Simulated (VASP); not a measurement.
# TiC (Cmcm) in VASP: single point with PBE

Aim: the single point of TiC with PBE.

Program: VASP 6.6.1. These are calculated values, not measurements. Logs are shortened: lines on timing, memory, paths and dates and some standing lists are left out, and cuts for length are marked.

### Step 1. The cell of the first run

It takes space group Cmcm (No. 63, orthorhombic). The conventional cell has a = 4.333 Å, b = 4.333 Å, c = 4.333 Å, α = 90.00°, β = 90.00°, γ = 90.00°. Ti (site symmetry m2m) has 6 C at 2.14 to 2.20 Å within 2.8 Å. C (site symmetry m2m) has 6 Ti at 2.14 to 2.20 Å within 2.8 Å.

### Step 2. Single point, PBE (atoms displaced along a vibrational mode)

INCAR

```
PREC     = Accurate       # precision mode
ENCUT    = 520            # plane-wave cutoff, eV
EDIFF    = 1E-6           # SCF threshold, eV
ISMEAR   = 0              # smearing method
SIGMA    = 0.15           # smearing width, eV
LREAL    = False          # projectors in reciprocal space
LASPH    = True           # aspherical terms in the spheres
NELM     = 80             # most SCF steps
ALGO     = Normal         # electronic algorithm
ISIF     = 2              # what is computed and relaxed
LWAVE    = False          # write WAVECAR
LCHARG   = False          # write CHGCAR
GGA      = PE             # functional
NBANDS   = 24             # bands
```

KPOINTS

```
regular mesh
0
Gamma
  20 20 14
```

POSCAR

```
TiC
1.0
    0.0000000000     -2.1664615256     -2.1664615256
    0.0000000000      2.1664615256     -2.1664615256
    4.3329230512      0.0000000000      0.0000000000
Ti C
2 2
Direct
    0.5086546656      0.4913453344      0.5000000000
    0.9913453344      1.0086546656      0.0000000000
    0.4985623024      0.5014376976      0.0000000000
    0.0014376976     -0.0014376976      0.5000000000
```

Potentials or basis: VASP PAW PBE potentials, release 64 (Ti_sv, C).

On the command line:

```
$ cat potpaw_PBE.64/Ti_sv/POTCAR potpaw_PBE.64/C/POTCAR > POTCAR
$ mpirun -np 1 vasp_std > vasp.out
```

OUTCAR:

```text
PREC = Accurate
   ENCUT = 520
   EDIFF = 1E-6
   ISMEAR = 0
   LREAL = False
   LASPH = True
   NELM = 80
   ISIF = 2
   GGA = PE

 ion  position               nearest neighbor table
   1  0.509  0.491  0.500-   4 2.14   4 2.17   4 2.17   3 2.17   3 2.17   4 2.20
   2  0.991  0.009  0.000-   3 2.14   3 2.17   3 2.17   4 2.17   4 2.17   3 2.20
   3  0.499  0.501  0.000-   2 2.14   2 2.17   2 2.17   1 2.17   1 2.17   2 2.20
   4  0.001  0.999  0.500-   1 2.14   1 2.17   1 2.17   2 2.17   2 2.17   1 2.20

  LATTYP: Found a simple tetragonal cell.
 ALAT       =     3.0638392719
 C/A-ratio  =     1.4142135624

  Lattice vectors:

 A1 = (   0.0000000000,  -2.1664615256,  -2.1664615256)
 A2 = (   0.0000000000,   2.1664615256,  -2.1664615256)
 A3 = (   4.3329230512,   0.0000000000,   0.0000000000)

Analysis of symmetry for initial positions (statically):
=====================================================================
 Subroutine PRICEL returns:
 Original cell was already a primitive cell.

 Routine SETGRP: Setting up the symmetry group for a
 simple tetragonal supercell.

 Subroutine GETGRP returns: Found  8 space group operations
 (whereof  4 operations were pure point group operations)
 out of a pool of 16 trial point group operations.

The static configuration has the point symmetry C_2v.
 The point group associated with its full space group is D_2h.

Analysis of symmetry for dynamics (positions and initial velocities):
=====================================================================
 Subroutine PRICEL returns:
 Original cell was already a primitive cell.

 Routine SETGRP: Setting up the symmetry group for a
 simple tetragonal supercell.

 Subroutine GETGRP returns: Found  8 space group operations
 (whereof  4 operations were pure point group operations)
 out of a pool of 16 trial point group operations.

The dynamic configuration has the point symmetry C_2v.
 The point group associated with its full space group is D_2h.

 Subroutine INISYM returns: Found  8 space group operations
 (whereof  4 operations are pure point group operations),
 and found     1 'primitive' translations

----------------------------------------------------------------------------------------

                                     Primitive cell

  volume of cell :      40.6736

  direct lattice vectors                    reciprocal lattice vectors
     0.000000000 -2.166461526 -2.166461526     0.000000000 -0.230791082 -0.230791082
     0.000000000  2.166461526 -2.166461526     0.000000000  0.230791082 -0.230791082
     4.332923051  0.000000000  0.000000000     0.230791082  0.000000000  0.000000000

  length of vectors
     3.063839272  3.063839272  4.332923051     0.326387878  0.326387878  0.230791082

  position of ions in fractional coordinates (direct lattice)
     0.508654666  0.491345334  0.500000000
     0.991345334  0.008654666  0.000000000
     0.498562302  0.501437698  0.000000000
     0.001437698  0.998562302  0.500000000

  ion indices of the primitive-cell ions
   primitive index   ion index
                 1           1
                 2           2
                 3           3
                 4           4

----------------------------------------------------------------------------------------

 KPOINTS: regular mesh

Automatic generation of k-mesh.
 Grid dimensions read from file:
 generate k-points for:   20   20   14

 Generating k-lattice:

  Cartesian coordinates                     Fractional coordinates (reciprocal lattice)
     0.000000000 -0.011539554 -0.011539554     0.050000000  0.000000000  0.000000000
     0.000000000  0.011539554 -0.011539554     0.000000000  0.050000000  0.000000000
     0.016485077  0.000000000  0.000000000     0.000000000  0.000000000  0.071428571

  Length of vectors
     0.016319394  0.016319394  0.016485077

  Shift w.r.t. Gamma in fractional coordinates (k-lattice)
     0.000000000  0.000000000  0.000000000

 Subroutine IBZKPT returns following result:
 ===========================================

 Found    888 irreducible k-points:

 Following reciprocal coordinates:
            Coordinates               Weight
  0.000000  0.000000  0.000000      1.000000
  0.050000  0.000000  0.000000      4.000000
  0.100000  0.000000  0.000000      4.000000
  0.150000  0.000000  0.000000      4.000000
  0.200000  0.000000  0.000000      4.000000
  0.250000  0.000000  0.000000      4.000000
[... 16 lines left out ...]
 -0.050000  0.300000  0.000000      4.000000
  0.350000  0.050000  0.000000      4.000000
 [... further k-points ...]
   k-points           NKPTS =    888   k-points in BZ     NKDIM =    888   number of bands    NBANDS=     24
   number of dos      NEDOS =    301   number of ions     NIONS =      4
   total plane-waves  NPLWV =  18432
   dimension x,y,z NGX =    24 NGY =   24 NGZ =   32
   dimension x,y,z NGXF=    48 NGYF=   48 NGZF=   64
   ions per type =               2   2
   NGX,Y,Z   is equivalent  to a cutoff of  13.02, 13.02, 12.28 a.u.
   NGXF,Y,Z  is equivalent  to a cutoff of  26.05, 26.05, 24.56 a.u.
 SYSTEM =  unknown system
   PREC   = accura    normal or accurate (medium, high low for compatibility)
   ISTART =      0    job   : 0-new  1-cont  2-samecut
   ICHARG =      2    charge: 1-file 2-atom 10-const
   ISPIN  =      1    spin polarized calculation?
   LNONCOLLINEAR =      F non collinear calculations
   LSORBIT =      F    spin-orbit coupling
   LASPH  =      T    aspherical Exc in radial PAW
   ENCUT  =  520.0 eV  38.22 Ry    6.18 a.u.   5.70  5.70  8.06*2*pi/ulx,y,z
   NELM   =     80;   NELMIN=  2; NELMDL= -5     # of ELM steps
   EDIFF  = 0.1E-05   stopping-criterion for ELM
   LREAL  =      F    real-space projection
[... 7 lines left out ...]
   TEBEG  =    0.0;   TEEND  =   0.0 temperature during run
   PSTRESS=    0.0 pullay stress
   NELECT =      32.0000    total number of electrons
   NUPDOWN=      -1.0000    fix difference up-down
   EMIN   =  10.00;   EMAX   =-10.00  energy-range for DOS
   EFERMI =   0.00;   METHOD = LEGACY
   ISMEAR =     0;   SIGMA  =   0.15  broadening in eV -4-tet -1-fermi 0-gaus
   EFERMI_NEDOS =   21; number of points for ismear=-14 and -15
   IALGO  =     38    algorithm
   IMIX   =      4    mixing-type and parameters
     AMIX     =   0.40;   BMIX     =  1.00
     AMIX_MAG =   1.60;   BMIX_MAG =  1.00
  volume/ion in A,a.u.               =      10.17        68.62
  Fermi-wavevector in a.u.,A,eV,Ry     =   1.511311  2.855964 31.076536  2.284061
  Thomas-Fermi vector in A             =   2.621385
   LORBIT       =      0    0 simple, 1 ext, 2 COOP (PROOUT), +10 PAW based schemes
   GGA     = PE    functional components
   LHFCALC =     F    Hartree Fock is set to
   AEXX    =    0.0000 exact exchange contribution
   IVDW    =     0    specifies the selected vdW correction
   LEPSILON=     F    determine dielectric tensor
   LRPA    =     F    only Hartree local field effects (RPA)
 non-spin polarized calculation
 Gauss-broadening in eV      SIGMA  =   0.15
  energy-cutoff  :      520.00
  volume of cell :       40.67
 maximum number of plane-waves:      1136
   NGX = 11   NGY = 11   NGZ = 17

 number of electron      31.9999997 magnetization

 Free energy of the ion-electron system (eV)
  ---------------------------------------------------
  ext. energy  EPLUGINS =         0.00000000
  ---------------------------------------------------
  free energy    TOTEN  =       -37.40191884 eV

  energy without entropy =      -37.39543055  energy(sigma->0) =      -37.39867470

 E-fermi :   9.3988     XC(G=0): -12.6919

 val. band max:        9.3976878055   @ k =   0.0500   0.0000   0.0000
 cond. band min:       9.4165560184   @ k =   0.1000   0.0500   0.0714
 fundamental gap:      0.0188682129
 Fermi energy:         9.3987555180

 k-point     1 :       0.0000    0.0000    0.0000
  band No.  band energies     occupation
      1     -47.1922      2.00000
      2     -47.0950      2.00000
      3     -23.6518      2.00000
      4     -23.3838      2.00000
      5     -23.3832      2.00000
      6     -23.2174      2.00000
[... 16 lines left out ...]
     23      12.1714      0.00000
     24      12.8947      0.00000

 k-point     2 :       0.0500    0.0000    0.0000
  band No.  band energies     occupation
      1     -47.1911      2.00000
      2     -47.0950      2.00000
      3     -23.6486      2.00000
      4     -23.3891      2.00000
      5     -23.3817      2.00000
      6     -23.2243      2.00000
[... 16 lines left out ...]
     23      12.3670      0.00000
     24      12.8919      0.00000

 k-point     3 :       0.1000    0.0000    0.0000
  band No.  band energies     occupation
      1     -47.1876      2.00000
      2     -47.0951      2.00000
      3     -23.6391      2.00000
      4     -23.4050      2.00000
      5     -23.3763      2.00000
      6     -23.2467      2.00000
[... 16 lines left out ...]
     23      12.8600      0.00000
     24      12.8625      0.00000

 k-point     4 :       0.1500    0.0000    0.0000
  band No.  band energies     occupation
      1     -47.1821      2.00000
      2     -47.0953      2.00000
      3     -23.6235      2.00000
      4     -23.4295      2.00000
      5     -23.3677      2.00000
      6     -23.2816      2.00000
[... 16 lines left out ...]
     23      13.0602      0.00000
     24      13.3882      0.00000

 k-point     5 :       0.2000    0.0000    0.0000
  band No.  band energies     occupation
      1     -47.1748      2.00000
      2     -47.0958      2.00000
      3     -23.6026      2.00000
      4     -23.4597      2.00000
      5     -23.3569      2.00000
      6     -23.3253      2.00000
[... 16 lines left out ...]
     23      13.1467      0.00000
     24      14.1059      0.00000

 k-point     6 :       0.2500    0.0000    0.0000
  band No.  band energies     occupation
      1     -47.1662      2.00000
      2     -47.0970      2.00000
      3     -23.5770      2.00000
      4     -23.4921      2.00000
      5     -23.3776      2.00000
      6     -23.3407      2.00000
[... 16 lines left out ...]
     23      13.2424      0.00000
     24      14.8283      0.00000
[... 379 lines left out ...]
 k-point    21 :      -0.0500    0.2500    0.0000
  band No.  band energies     occupation
      1     -47.1652      2.00000
      2     -47.0968      2.00000
      3     -23.5745      2.00000
      4     -23.4916      2.00000
      5     -23.3796      2.00000
      6     -23.3445      2.00000
[... 16 lines left out ...]
     23      13.2196      0.00000
     24      14.7635      0.00000

 k-point    22 :       0.3000    0.0500    0.0000
  band No.  band energies     occupation
      1     -47.1559      2.00000
      2     -47.0987      2.00000
      3     -23.5456      2.00000
      4     -23.5226      2.00000
      5     -23.4291      2.00000
      6     -23.3308      2.00000
[... 16 lines left out ...]
     23      13.3840      0.00000
     24      14.7673      0.00000

 k-point    23 :      -0.0500    0.3000    0.0000
  band No.  band energies     occupation
      1     -47.1558      2.00000
      2     -47.0987      2.00000
      3     -23.5456      2.00000
      4     -23.5226      2.00000
      5     -23.4291      2.00000
      6     -23.3305      2.00000
[... 16 lines left out ...]
     23      13.3914      0.00000
     24      14.7595      0.00000

 k-point    24 :       0.3500    0.0500    0.0000
  band No.  band energies     occupation
      1     -47.1462      2.00000
      2     -47.1016      2.00000
      3     -23.5483      2.00000
      4     -23.5141      2.00000
      5     -23.4764      2.00000
      6     -23.3152      2.00000
[... 16 lines left out ...]
     23      13.6470      0.00000
     24      14.6240      0.00000

 [... further k-points ...]
[... 5 lines left out ...]
  --------------------------------------------------------------------------------------
  -------------------------------------------------------------------------------------
  Total        0.1554302      0.1287736      0.0203009      0.0000000      0.0000000      0.0000000
  in kB        6.1225604      5.0725268      0.7996739      0.0000000      0.0000000      0.0000000
  external PRESSURE =       3.9982537 kB  Pullay stress =       0.0000000 kB

 VOLUME and BASIS-vectors are now :
 -----------------------------------------------------------------------------
  energy-cutoff  :      520.00
  volume of cell :       40.67
      direct lattice vectors                 reciprocal lattice vectors
     0.000000000 -2.166461526 -2.166461526     0.000000000 -0.230791082 -0.230791082
     0.000000000  2.166461526 -2.166461526     0.000000000  0.230791082 -0.230791082
     4.332923051  0.000000000  0.000000000     0.230791082  0.000000000  0.000000000

 POSITION                                       TOTAL-FORCE (eV/Angst)
 -----------------------------------------------------------------------------------
      2.16646     -0.03750     -2.16646         0.000000      0.539935      0.000000
      0.00000     -2.12896     -2.16646         0.000000     -0.539935      0.000000
      0.00000      0.00623     -2.16646         0.000000     -0.017154      0.000000
      2.16646      2.16023     -2.16646         0.000000      0.017154      0.000000
 -----------------------------------------------------------------------------------
    total drift:                                0.000000     -0.000000      0.000000

  FREE ENERGIE OF THE ION-ELECTRON SYSTEM (eV)
  ---------------------------------------------------
  free  energy   TOTEN  =       -37.4019188402 eV

  energy  without entropy=      -37.3954305537  energy(sigma->0) =      -37.39867470
```

It took 13 min on 1 thread of Intel Xeon Platinum 8375C at 2.90GHz (Ice Lake), shared host; peak memory 0.75 GiB.

Results:

* Free energy: -37.4019 eV
* Pressure: 0.4 GPa
* Largest force: 0.540 eV/Å
* Band gap on the k mesh: zero (bands 16 and 17 overlap by 1.10 eV)

Forces in eV/Å, atoms in the order of the input:
```
Ti   0.000  0.540  0.000
Ti   0.000 -0.540  0.000
C    0.000 -0.017  0.000
C    0.000  0.017  0.000
```

Stress tensor (GPa, compression positive):
```
0.61 0.00 0.00
0.00 0.51 0.00
0.00 0.00 0.08
```

Levels at points of the mesh, in eV from the Fermi level:
```csv
k point,band 13,band 14,band 15,band 16,band 17,band 18,band 19,band 20
"(0.00, 0.00, 0.00)",-0.14,-0.05,0.69,0.70,0.80,1.61,1.64,1.68
"(0.50, 0.00, 0.00)",-2.81,-2.59,-2.58,-2.52,2.02,2.25,3.09,3.19
"(0.50, 0.50, 0.00)",-1.61,-1.61,-0.07,-0.04,-0.04,-0.03,2.70,2.72
"(0.00, 0.00, 0.50)",-0.75,-0.75,-0.41,-0.41,-0.24,-0.24,2.20,2.20
"(0.50, 0.00, 0.50)",-2.89,-2.89,-2.88,-2.88,2.90,2.90,2.91,2.91
"(0.50, 0.50, 0.50)",-3.13,-3.13,-2.70,-2.70,2.79,2.79,2.79,2.79
```

Caveat: the cell differs from its parent crystal (atoms displaced along a vibrational mode).
